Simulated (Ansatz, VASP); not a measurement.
**Al in VASP and in Ansatz**

```
Al
1.0
    -1.51166    1.51166    1.59122
     1.51166   -1.51166    1.59122
     1.51166    1.51166   -1.59122
Al
1
Direct
  0.00000 0.00000 0.00000
```

Change from the starting cell: strain -0.050 along x and y, +0.000 along z, atoms carried along.

Alike in both runs: task single point; functional r2SCAN; k mesh 20 × 20 × 20; occupations gaussian, width 0.15 eV; no spin polarisation.

```csv
,VASP,Ansatz
version,VASP 6.6.1,Ansatz 0.2.0
potentials or method,"VASP PAW PBE potentials, release 64 (Al), cutoff 520 eV","scalar-relativistic, plane waves, PAW"
valence electrons in the cell,3,3
```

|  | VASP | Ansatz | Ansatz less VASP |
| --- | --- | --- | --- |
| gap on the k mesh at the Fermi level (eV) | none | none | - |
| pressure (GPa) | 10.8 | 11.2 | +0.41 |
| traceless stress, the component that is largest in VASP (GPa) | 1.94 | 1.93 | -0.003 |

VASP's potentials were made for PBE, not for r2SCAN. A gap of «none» marks a metal or a gap that the smearing closes. With one functional, cell and mesh, what is left measures potentials, basis and numerics.
